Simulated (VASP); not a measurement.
Write the native input for VASP 6.6.1 that does the following.

```
Task                   : electric field gradients
Functional             : PBE
Potentials or basis    : VASP PAW PBE potentials, release 64 (Ga_d, N)
Cutoff                 : 520 eV
k mesh                 : 13 × 13 × 13
Occupations            : fermi-dirac, width 0.02 eV
Spin                   : no spin polarisation
Dipole correction      : no
Further INCAR settings : ALGO = Normal; EDIFF = 1e-08; NBANDS = 16
```

The structure of GaN lies in POSCAR:

```
GaN
1.0
    0.0000000000      1.9858360706      1.9858360706
    1.9858360706      0.0000000000      1.9858360706
    1.9858360706      1.9858360706      0.0000000000
Ga N
1 1
Direct
    0.5000000000      0.5000000000      0.5000000000
    0.0000000000      0.0000000000      0.0000000000
```

This cell differs from its parent crystal: volume scaled by 0.99.

One way to write it, as run:

INCAR

```
SYSTEM = GaN
PREC     = Accurate       ! precision mode
ENCUT    = 520            ! plane-wave cutoff, eV
EDIFF    = 1E-8           ! SCF threshold, eV
ISMEAR   = -1             ! smearing method
SIGMA    = 0.02           ! smearing width, eV
LREAL    = .FALSE.        ! projectors in reciprocal space
LASPH    = .TRUE.         ! aspherical terms in the spheres
NELM     = 120            ! most SCF steps
ALGO     = Normal         ! electronic algorithm
ISIF     = 2              ! what is computed and relaxed
LWAVE    = .FALSE.        ! write WAVECAR
LCHARG   = .FALSE.        ! write CHGCAR
GGA      = PE             ! functional
LEFG     = .TRUE.       
NBANDS   = 16             ! bands
GGA_COMPAT= .FALSE.
```

KPOINTS

```
Automatic mesh
0
G
  13 13 13
  0 0 0
```

Potentials or basis: VASP PAW PBE potentials, release 64 (Ga_d, N).

Command:

```bash
$ cat potpaw_PBE.64/Ga_d/POTCAR potpaw_PBE.64/N/POTCAR > POTCAR
$ mpirun -np 1 vasp_std > vasp.out
```

It gave:

The pressure is 75.3 GPa. The band gap on the k mesh is 1.99 eV, indirect (least direct gap 5.36 eV).

Caveat: without QUAD_EFG the Cq values of the log hold for a quadrupole moment of 1 mb, not for the nuclei.

It took 44 s on 1 thread of AMD EPYC 7R13, on a shared host, peak memory 0.12 GiB.
